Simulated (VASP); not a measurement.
# Au (Fm-3m) in VASP: further runs

Runs on Au. Level: PBE. Tasks: single point, relaxation of cell and atoms.

Everything below comes from runs of VASP 6.6.1. Logs are shortened: lines on timing, memory, paths and dates and some standing lists are left out, and cuts for length are marked.

### Step 1. The cell of the first run

It takes space group Fm-3m (No. 225, cubic). Conventional cell: a = 4.155 Å, b = 4.155 Å, c = 4.155 Å, α = 90.00°, β = 90.00°, γ = 90.00°. Within 3.9 Å of Au (site symmetry m-3m) lie 12 Au at 2.94 Å.

### Step 2. Single point, PBE

The input, INCAR:

```
SYSTEM = Au
PREC     = Accurate       ! precision mode
ENCUT    = 520            ! plane-wave cutoff, eV
EDIFF    = 1E-6           ! SCF threshold, eV
ISMEAR   = -1             ! smearing method
SIGMA    = 0.1            ! smearing width, eV
LREAL    = .False.        ! projectors in reciprocal space
LASPH    = .True.         ! aspherical terms in the spheres
NELM     = 80             ! most SCF steps
ALGO     = Normal         ! electronic algorithm
ISIF     = 2              ! what is computed and relaxed
LWAVE    = .False.        ! write WAVECAR
LCHARG   = .False.        ! write CHGCAR
GGA      = PE             ! functional
NBANDS   = 12             ! bands
```

The input, KPOINTS:

```
Automatic mesh
0
Gamma
  7 7 7
  0 0 0
```

The input, POSCAR:

```
Au
1.0
    0.0000000000      2.0774499962      2.0774499962
    2.0774499962      0.0000000000      2.0774499962
    2.0774499962      2.0774499962      0.0000000000
Au
1
Direct
    0.0000000000      0.0000000000      0.0000000000
```

Potentials or basis: VASP PAW PBE potentials, release 64 (Au).

On the command line:

```sh
cat potpaw_PBE.64/Au/POTCAR > POTCAR
mpirun -np 1 vasp_std > vasp.out
```

OUTCAR:

```text
SYSTEM = Au
   PREC = Accurate
   ENCUT = 520
   EDIFF = 1E-6
   ISMEAR = -1
   LREAL = .False.
   LASPH = .True.
   NELM = 80
   ISIF = 2
   GGA = PE

 ion  position               nearest neighbor table
   1  0.000  0.000  0.000-

  LATTYP: Found a face centered cubic cell.
 ALAT       =     4.1548999924

  Lattice vectors:

 A1 = (   0.0000000000,   2.0774499962,   2.0774499962)
 A2 = (   2.0774499962,   0.0000000000,   2.0774499962)
 A3 = (   2.0774499962,   2.0774499962,   0.0000000000)

Analysis of symmetry for initial positions (statically):
=====================================================================
 Subroutine PRICEL returns:
 Original cell was already a primitive cell.

 Routine SETGRP: Setting up the symmetry group for a
 face centered cubic supercell.

 Subroutine GETGRP returns: Found 48 space group operations
 (whereof 48 operations were pure point group operations)
 out of a pool of 48 trial point group operations.

The static configuration has the point symmetry O_h .

Analysis of symmetry for dynamics (positions and initial velocities):
=====================================================================
 Subroutine PRICEL returns:
 Original cell was already a primitive cell.

 Routine SETGRP: Setting up the symmetry group for a
 face centered cubic supercell.

 Subroutine GETGRP returns: Found 48 space group operations
 (whereof 48 operations were pure point group operations)
 out of a pool of 48 trial point group operations.

The dynamic configuration has the point symmetry O_h .

 Subroutine INISYM returns: Found 48 space group operations
 (whereof 48 operations are pure point group operations),
 and found     1 'primitive' translations

----------------------------------------------------------------------------------------

                                     Primitive cell

  volume of cell :      17.9317

  direct lattice vectors                    reciprocal lattice vectors
     0.000000000  2.077449996  2.077449996    -0.240679680  0.240679680  0.240679680
     2.077449996  0.000000000  2.077449996     0.240679680 -0.240679680  0.240679680
     2.077449996  2.077449996  0.000000000     0.240679680  0.240679680 -0.240679680

  length of vectors
     2.937957960  2.937957960  2.937957960     0.416869434  0.416869434  0.416869434

  position of ions in fractional coordinates (direct lattice)
     0.000000000  0.000000000  0.000000000

  ion indices of the primitive-cell ions
   primitive index   ion index
                 1           1

----------------------------------------------------------------------------------------

 KPOINTS: Automatic mesh

Automatic generation of k-mesh.
 Grid dimensions read from file:
 generate k-points for:    7    7    7

 Generating k-lattice:

  Cartesian coordinates                     Fractional coordinates (reciprocal lattice)
    -0.034382811  0.034382811  0.034382811     0.142857143  0.000000000  0.000000000
     0.034382811 -0.034382811  0.034382811     0.000000000  0.142857143  0.000000000
     0.034382811  0.034382811 -0.034382811     0.000000000  0.000000000  0.142857143

  Length of vectors
     0.059552776  0.059552776  0.059552776

  Shift w.r.t. Gamma in fractional coordinates (k-lattice)
     0.000000000  0.000000000  0.000000000

 Subroutine IBZKPT returns following result:
 ===========================================

 Found     20 irreducible k-points:

 Following reciprocal coordinates:
            Coordinates               Weight
  0.000000  0.000000  0.000000      1.000000
  0.142857  0.000000  0.000000      8.000000
  0.285714  0.000000  0.000000      8.000000
  0.428571  0.000000  0.000000      8.000000
  0.142857  0.142857  0.000000      6.000000
  0.285714  0.142857  0.000000     24.000000
[... 12 lines left out ...]
 -0.428571  0.428571  0.142857     24.000000
 -0.285714  0.428571  0.142857     24.000000
   k-points           NKPTS =     20   k-points in BZ     NKDIM =     20   number of bands    NBANDS=     12
   number of dos      NEDOS =    301   number of ions     NIONS =      1
   total plane-waves  NPLWV =  13824
   dimension x,y,z NGX =    24 NGY =   24 NGZ =   24
   dimension x,y,z NGXF=    48 NGYF=   48 NGZF=   48
   ions per type =               1
   NGX,Y,Z   is equivalent  to a cutoff of  13.58, 13.58, 13.58 a.u.
   NGXF,Y,Z  is equivalent  to a cutoff of  27.16, 27.16, 27.16 a.u.
 SYSTEM =  Au
   PREC   = accura    normal or accurate (medium, high low for compatibility)
   ISTART =      0    job   : 0-new  1-cont  2-samecut
   ICHARG =      2    charge: 1-file 2-atom 10-const
   ISPIN  =      1    spin polarized calculation?
   LNONCOLLINEAR =      F non collinear calculations
   LSORBIT =      F    spin-orbit coupling
   LASPH  =      T    aspherical Exc in radial PAW
   ENCUT  =  520.0 eV  38.22 Ry    6.18 a.u.   5.46  5.46  5.46*2*pi/ulx,y,z
   NELM   =     80;   NELMIN=  2; NELMDL= -5     # of ELM steps
   EDIFF  = 0.1E-05   stopping-criterion for ELM
   LREAL  =      F    real-space projection
   EDIFFG = 0.1E-04   stopping-criterion for IOM
   NSW    =      0    number of steps for IOM
   IBRION =     -1    ionic relax: 0-MD 1-quasi-New 2-CG
   NFREE  =      0    steps in history (QN), initial steepest desc. (CG)
   ISIF   =      2    stress and relaxation
   ISYM   =      2    0-nonsym 1-usesym 2-fastsym
   POTIM  = 0.5000    time-step for ionic-motion
   TEBEG  =    0.0;   TEEND  =   0.0 temperature during run
   PSTRESS=    0.0 pullay stress
   NELECT =      11.0000    total number of electrons
   NUPDOWN=      -1.0000    fix difference up-down
   EMIN   =  10.00;   EMAX   =-10.00  energy-range for DOS
   EFERMI =   0.00;   METHOD = LEGACY
   ISMEAR =    -1;   SIGMA  =   0.10  broadening in eV -4-tet -1-fermi 0-gaus
   EFERMI_NEDOS =   21; number of points for ismear=-14 and -15
   IALGO  =     38    algorithm
   IMIX   =      4    mixing-type and parameters
     AMIX     =   0.40;   BMIX     =  1.00
     AMIX_MAG =   1.60;   BMIX_MAG =  1.00
  volume/ion in A,a.u.               =      17.93       121.01
  Fermi-wavevector in a.u.,A,eV,Ry     =   1.391015  2.628637 26.326222  1.934923
  Thomas-Fermi vector in A             =   2.514895
   LORBIT       =      0    0 simple, 1 ext, 2 COOP (PROOUT), +10 PAW based schemes
   GGA     = PE    functional components
[... 5 lines left out ...]
 non-spin polarized calculation
  energy-cutoff  :      520.00
  volume of cell :       17.93
 maximum number of plane-waves:       531
 NGX is ok and might be reduce to    24
   NGX = 11   NGY = 11   NGZ = 11

 number of electron      11.0000002 magnetization

 Free energy of the ion-electron system (eV)
  ---------------------------------------------------
  ext. energy  EPLUGINS =         0.00000000
  ---------------------------------------------------
  free energy    TOTEN  =        -3.27428819 eV

  energy without entropy =       -3.27113810  energy(sigma->0) =       -3.27271314

 E-fermi :   8.3901     XC(G=0): -12.4115

 val. band max:        7.9104509894   @ k =   0.4286   0.2857   0.0000
 cond. band min:       8.4095345537   @ k =   0.4286   0.4286   0.0000
 fundamental gap:      0.4990835643
 Fermi energy:         8.3901087981

 k-point     1 :       0.0000    0.0000    0.0000
  band No.  band energies     occupation
      1      -0.6798      2.00000
      2       4.2280      2.00000
      3       4.2280      2.00000
      4       4.2280      2.00000
      5       5.6115      2.00000
      6       5.6115      2.00000
      7      23.2285      0.00000
      8      26.9336      0.00000
      9      26.9336      0.00000
     10      26.9336      0.00000
     11      31.6801      0.00000
     12      35.7850      0.00000

 k-point     2 :       0.1429    0.0000    0.0000
  band No.  band energies     occupation
      1      -0.0240      2.00000
      2       4.0636      2.00000
      3       4.4136      2.00000
      4       4.4136      2.00000
      5       5.5580      2.00000
      6       5.5580      2.00000
      7      23.2525      0.00000
      8      24.2419      0.00000
      9      27.5983      0.00000
     10      27.5983      0.00000
     11      31.0226      0.00000
     12      33.1548      0.00000

 k-point     3 :       0.2857    0.0000    0.0000
  band No.  band energies     occupation
      1       1.3628      2.00000
      2       4.3588      2.00000
      3       4.4454      2.00000
      4       4.4454      2.00000
      5       5.9299      2.00000
      6       5.9299      2.00000
      7      18.0887      0.00000
      8      23.9266      0.00000
      9      27.6611      0.00000
     10      27.6611      0.00000
     11      30.4177      0.00000
     12      31.2572      0.00000

 k-point     4 :       0.4286    0.0000    0.0000
  band No.  band energies     occupation
      1       1.7870      2.00000
      2       4.2323      2.00000
      3       4.2323      2.00000
      4       6.5962      2.00000
      5       6.5962      2.00000
      6       6.8831      2.00000
      7      12.8173      0.00000
      8      22.8318      0.00000
      9      25.7149      0.00000
     10      25.7149      0.00000
     11      32.5541      0.00000
     12      32.5541      0.00000

 k-point     5 :       0.1429    0.1429    0.0000
  band No.  band energies     occupation
      1       0.2011      2.00000
      2       3.8178      2.00000
      3       4.6168      2.00000
      4       4.6168      2.00000
      5       5.1913      2.00000
      6       5.7970      2.00000
      7      24.1875      0.00000
      8      25.1955      0.00000
      9      25.8100      0.00000
     10      25.8100      0.00000
     11      30.9973      0.00000
     12      32.9736      0.00000
[... 168 lines left out ...]
      1       2.6200      2.00000
      2       3.3092      2.00000
      3       4.0962      2.00000
      4       5.6076      2.00000
      5       5.6611      2.00000
      6       7.4188      1.99988
      7      18.3805      0.00000
      8      20.1269      0.00000
      9      23.3395      0.00000
     10      28.0173      0.00000
     11      28.4430      0.00000
     12      32.8841      0.00000

 k-point    18 :      -0.4286    0.2857    0.1429
  band No.  band energies     occupation
      1       2.9613      2.00000
      2       3.5777      2.00000
      3       4.1763      2.00000
      4       5.2939      2.00000
      5       6.4839      2.00000
      6       9.9028      0.00000
      7      13.8796      0.00000
      8      19.2861      0.00000
      9      21.3308      0.00000
     10      26.8955      0.00000
     11      31.2316      0.00000
     12      34.9259      0.00000

 k-point    19 :      -0.4286    0.4286    0.1429
  band No.  band energies     occupation
      1       2.6737      2.00000
      2       2.8850      2.00000
      3       4.9396      2.00000
      4       6.1185      2.00000
      5       6.7969      2.00000
      6      10.4577      0.00000
      7      15.1121      0.00000
      8      17.5220      0.00000
      9      18.6803      0.00000
     10      28.4249      0.00000
     11      28.7115      0.00000
     12      33.7902      0.00000

 k-point    20 :      -0.2857    0.4286    0.1429
  band No.  band energies     occupation
      1       3.0341      2.00000
      2       3.4699      2.00000
      3       4.2336      2.00000
      4       5.5648      2.00000
      5       6.7896      2.00000
      6      12.2334      0.00000
      7      14.3521      0.00000
      8      15.4441      0.00000
      9      19.2555      0.00000
     10      28.3299      0.00000
     11      31.8814      0.00000
     12      33.3057      0.00000

------------------------ aborting loop because EDIFF is reached ----------------------------------------

  FORCE on cell =-STRESS in cart. coord.  units (eV):
  Direction    XX          YY          ZZ          XY          YZ          ZX
  --------------------------------------------------------------------------------------
  -------------------------------------------------------------------------------------
  Total       -0.0287650     -0.0287650     -0.0287650      0.0000000      0.0000000     -0.0000000
  in kB       -2.5701217     -2.5701217     -2.5701217      0.0000000      0.0000000     -0.0000000
  external PRESSURE =      -2.5701217 kB  Pullay stress =       0.0000000 kB

 VOLUME and BASIS-vectors are now :
 -----------------------------------------------------------------------------
  energy-cutoff  :      520.00
  volume of cell :       17.93
      direct lattice vectors                 reciprocal lattice vectors
     0.000000000  2.077449996  2.077449996    -0.240679680  0.240679680  0.240679680
     2.077449996  0.000000000  2.077449996     0.240679680 -0.240679680  0.240679680
     2.077449996  2.077449996  0.000000000     0.240679680  0.240679680 -0.240679680

 POSITION                                       TOTAL-FORCE (eV/Angst)
 -----------------------------------------------------------------------------------
      0.00000      0.00000      0.00000         0.000000      0.000000      0.000000
 -----------------------------------------------------------------------------------
    total drift:                               -0.000000      0.000000     -0.000000

  FREE ENERGIE OF THE ION-ELECTRON SYSTEM (eV)
  ---------------------------------------------------
  free  energy   TOTEN  =        -3.2742881857 eV

  energy  without entropy=       -3.2711380969  energy(sigma->0) =       -3.27271314
```

It took 3 s on 1 thread of Intel Xeon Platinum 8488C (Sapphire Rapids), shared host; peak memory 0.14 GiB.

Results:

* Free energy: -3.2743 eV
* Pressure: -0.3 GPa

Caveat: the k points lie up to 0.37 Å⁻¹ apart; spin-orbit coupling is left out, which moves the levels of the heavy elements.

### Step 3. Relaxation of cell and atoms, PBE

This run uses another cell than the first one, of 16.85 Å³/atom, 0.940 times its volume.

The input, INCAR:

```
  ALGO = Normal
  EDIFF = 1E-6
  EDIFFG = -0.01
  ENCUT = 600
  GGA = PE
  IBRION = 2
  ISIF = 3
  ISMEAR = -1
  LASPH = T
  LCHARG = F
  LREAL = F
  LWAVE = F
  NELM = 80
  NSW = 80
  PREC = Accurate
  SIGMA = 0.1
```

The input, KPOINTS:

```
k-points
0
Gamma
  7 7 7
```

The input, POSCAR:

```
Au
1.0
    0.0000000000      2.0350000000      2.0350000000
    2.0350000000      0.0000000000      2.0350000000
    2.0350000000      2.0350000000      0.0000000000
Au
1
Direct
    0.0000000000      0.0000000000      0.0000000000
```

Potentials or basis: VASP PAW PBE potentials, release 64 (Au).

On the command line:

```sh
cat potpaw_PBE.64/Au/POTCAR > POTCAR
mpirun -np 1 vasp_std > vasp.out
```

Run time: 7.9 s. Hardware: 1 thread of Intel Xeon Platinum 8488C (Sapphire Rapids), shared host; peak memory 0.14 GiB.

It converged, with:

```
Free energy                            : -3.2739 eV
Relaxed volume                         : 17.91 Å³/atom
Relaxed cell                           : a = 2.937 Å, b = 2.937 Å, c = 2.937 Å, α = 60.00°, β = 60.00°, γ = 60.00°
Space group after relaxing (to 0.05 Å) : Fm-3m (No. 225)
Energy gained by relaxing              : 31.5 meV/atom
Ionic steps                            : 4
Pressure after relaxing                : 0.0 GPa
```

The path:
```csv
step,energy change (eV),largest force (eV/Å),pressure (GPa),volume (Å³)
1,0.0000,0.0000,10.29,16.85
2,0.0288,0.0000,-10.04,19.64
3,-0.0315,0.0000,-0.20,17.93
4,-0.0315,0.0000,-0.03,17.91
```

Final structure:
```
Au
1.0
     0.00000    2.07662    2.07662
     2.07662    0.00000    2.07662
     2.07662    2.07662    0.00000
Au
1
Direct
  0.00000 0.00000 0.00000
```

Levels at points of the mesh, in eV from the Fermi level:
```csv
k point,band 3,band 4,band 5,band 6,band 7,band 8,band 9
"(0.00, 0.00, 0.00)",-4.17,-4.17,-2.78,-2.78,14.84,18.55,18.55
```

Caveat: the k points lie up to 0.37 Å⁻¹ apart in the final cell; spin-orbit coupling is left out, which moves the levels of the heavy elements.
